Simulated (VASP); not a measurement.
Here is a VASP 6.6.1 calculation.

The input INCAR:

```
SYSTEM = LiCl
PREC = Accurate ; ENCUT = 750
EDIFF = 1E-6 ; ISMEAR = 0
SIGMA = 0.01 ; LREAL = .FALSE.
LASPH = .TRUE. ; NELM = 120
ALGO = Normal ; ISIF = 2
LWAVE = .FALSE. ; LCHARG = .FALSE.
GGA = PE ; NBANDS = 12
GGA_COMPAT = .FALSE.
```

File KPOINTS:

```
regular mesh
0
G
  4 4 4
  0 0 0
```

The input POSCAR:

```
LiCl
1.0
    0.0000000000      2.7330425368      2.7467077495
    2.7330425368      0.0000000000      2.7467077495
    2.7330425368      2.7330425368      0.0000000000
Li Cl
1 1
Direct
    0.0000000000      0.0000000000      0.0000000000
    0.2500000000      0.2500000000      0.2500000000
```

Potentials or basis: VASP PAW PBE potentials, release 64 (Li_sv, Cl).

Launch:

```console
$ cat potpaw_PBE.64/Li_sv/POTCAR potpaw_PBE.64/Cl/POTCAR > POTCAR
$ mpirun -np 1 vasp_std > vasp.out
```

(1) Estimate the band gap on the k mesh.

(2) Predict the pressure.

Answers

(1) 6.03 eV, direct.

(2) 0.5 GPa.

Caveat: the k points lie up to 0.50 Å⁻¹ apart; the cell differs from its parent crystal (uniaxial z strain +0.5%).
